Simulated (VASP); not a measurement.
Wanted: the native input for a VASP 6.6.1 run.

| Property | Result |
| --- | --- |
| Task | relaxation of cell and atoms |
| Functional | PBE |
| Potentials or basis | VASP PAW PBE potentials, release 64 (Ge_d, As) |
| Cutoff | 600 eV |
| k mesh | 3 × 3 × 3 |
| Occupations | gaussian, width 0.1 eV |
| Spin | no spin polarisation |
| Dipole correction | no |
| Further INCAR settings | ALGO = Normal; EDIFF = 1e-06; IBRION = 2; EDIFFG = -0.04; NSW = 90; ISIF = 3 |

The structure of Ge5As lies in POSCAR:

```
Ge5As
1.0
    3.2238599400      1.8612964000      3.8712807000
   -3.2238599400      1.8612964000      3.8712807000
    0.0000000000     -3.7225928000      3.8712807000
Ge As
5 1
Direct
    0.1810759000      0.1810759000      0.1810759000
    0.8189241000      0.8189241000      0.8189241000
    0.0000000000      0.0000000000      0.5000000000
    0.5000000000      0.0000000000      0.0000000000
    0.0000000000      0.5000000000      0.0000000000
    0.0000000000      0.0000000000      0.0000000000
```

The input as run:

INCAR

```
SYSTEM = Ge5As
ALGO = Normal ; EDIFF = 1E-6
EDIFFG = -0.04 ; ENCUT = 600
GGA = PE ; IBRION = 2
ISIF = 3 ; ISMEAR = 0
LASPH = .True. ; LCHARG = .False.
LREAL = .False. ; LWAVE = .False.
NELM = 60 ; NSW = 90
PREC = Accurate ; SIGMA = 0.1
```

KPOINTS

```
k-points
0
Gamma
  3 3 3
  0 0 0
```

Potentials or basis: VASP PAW PBE potentials, release 64 (Ge_d, As).

Command:

```bash
$ cat potpaw_PBE.64/Ge_d/POTCAR potpaw_PBE.64/As/POTCAR > POTCAR
$ mpirun -np 1 vasp_std > vasp.out
```

It gave:

```yaml
Relaxed_volume: 24.72 Å³/atom
Relaxed_cell: a = 5.345 Å, b = 5.345 Å, c = 5.345 Å, α = 97.57°, β = 97.57°, γ = 97.57°
Space_group_after_relaxing_to_0.05_Å: R-3m (No. 166)
Energy_gained_by_relaxing: 3950.0 meV/atom
Ionic_steps: 39
Pressure_after_relaxing: 0.0 GPa
Largest_force_after_relaxing: 0.032 eV/Å
```

Caveat: the k points lie up to 0.40 Å⁻¹ apart in the final cell.

Wall time 25 min on 1 thread of Intel(R) Xeon(R) Platinum 8488C (Sapphire Rapids), with other jobs on the host, peak memory 0.32 GiB.
